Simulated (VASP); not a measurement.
Set up this calculation in VASP 6.6.1, as the native input.

```
Task                   : relaxation of the atoms
Functional             : PBE
Dispersion             : D3(BJ)
Potentials or basis    : VASP PAW PBE potentials, release 64 (B, N)
Cutoff                 : 520 eV
k mesh                 : 10 × 10 × 1
Occupations            : gaussian, width 0.02 eV
Spin                   : no spin polarisation
Dipole correction      : yes
Further INCAR settings : ALGO = Normal; EDIFF = 1e-06; IBRION = 2; EDIFFG = -0.01; NSW = 60
```

The structure of BN lies in POSCAR:

```
BN
1.0
    2.6843670055      0.0015375748      0.0000000000
    1.3408360828      2.3255079410      0.0000000000
    0.0000000000      0.0000000000     26.0000000000
B N
1 1
Direct
    0.4999824916      0.4999824916      0.5000000000
    0.8333175184      0.8333175184      0.5000000000
```

This cell differs from its parent crystal: biaxial strain +0.070.

The input as run:

INCAR

```
SYSTEM = BN
  ALGO = Normal
  DIPOL = 0.5 0.5 0.500
  EDIFF = 1E-6
  EDIFFG = -0.01
  ENCUT = 520
  GGA = PE
  IBRION = 2
  IDIPOL = 3
  ISIF = 2
  ISMEAR = 0
  IVDW = 12
  LASPH = .TRUE.
  LCHARG = .FALSE.
  LDIPOL = .TRUE.
  LREAL = .FALSE.
  LWAVE = .FALSE.
  NELM = 100
  NSW = 60
  PREC = Accurate
  SIGMA = 0.02
```

KPOINTS

```
k-points
0
G
  10 10 1
  0 0 0
```

Potentials or basis: VASP PAW PBE potentials, release 64 (B, N).

Run with:

```bash
$ cat potpaw_PBE.64/B/POTCAR potpaw_PBE.64/N/POTCAR > POTCAR
$ mpirun -np 1 vasp_std > vasp.out
```

It gave:

```yaml
Band_gap_on_the_k_mesh: 4.41 eV
Dispersion_energy_per_atom: -0.067 eV
```

Caveat: the cell differs from its parent crystal (biaxial strain +0.070).

Wall time 34 s on 1 thread of Intel(R) Xeon(R) Platinum 8259CL CPU @ 2.50GHz (Skylake/Cascade Lake), with other jobs on the host, peak memory 0.25 GiB.
